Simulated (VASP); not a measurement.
Runs of VASP 6.6.1 on As. The structure is that of space group Fd-3m (No. 227), or close to it. The cells are those of the table. This isn't the form of As at room conditions, which is rhombohedral.

```tsv
task	cell	k mesh	cutoff (eV)	gap on the mesh (eV)	pressure (GPa)
single point	a = 4.233 Å, angles 60.0°, 2 atoms	10 × 10 × 10	520	none	2.0
single point	a = 4.112 Å, angles 60.0°, 2 atoms	10 × 10 × 10	520	none	(b)
single point	a = 4.402 Å, angles 60.0°, 2 atoms	10 × 10 × 10	520	none	-3.5
single point	a = 4.456 Å, angles 60.0°, 2 atoms	10 × 10 × 10	520	none	-4.8
single point	a = 4.291 Å, angles 60.0°, 2 atoms	10 × 10 × 10	520	none	-0.2
single point	a = 4.347 Å, angles 60.0°, 2 atoms	10 × 10 × 10	520	none	(a)
single point	a = 4.291 Å, angles 60.0°, 2 atoms	15 × 15 × 15	520	none	-0.2
relaxation of cell and atoms	relaxed from a = 4.119 Å, angles 60.0°, 2 atoms	9 × 9 × 9	600	none	0.0
```

Alike in all rows: level r2SCAN; potentials or basis VASP PAW PBE potentials, release 64 (As); no spin polarisation; smearing fermi-dirac 0.1 eV.

Task: Fill in the values left out.

Result: (a) -2.0; (b) 7.8.

Caveats: the PAW data sets were made with another functional, which shifts forces and pressure a little; the cell stands under tension (at least some runs); the cell stands under pressure (at least some runs).

A k mesh can miss the band edges, and the runs leave out spin-orbit coupling on As.

A gap of «none» marks levels without a gap at the run's occupations.
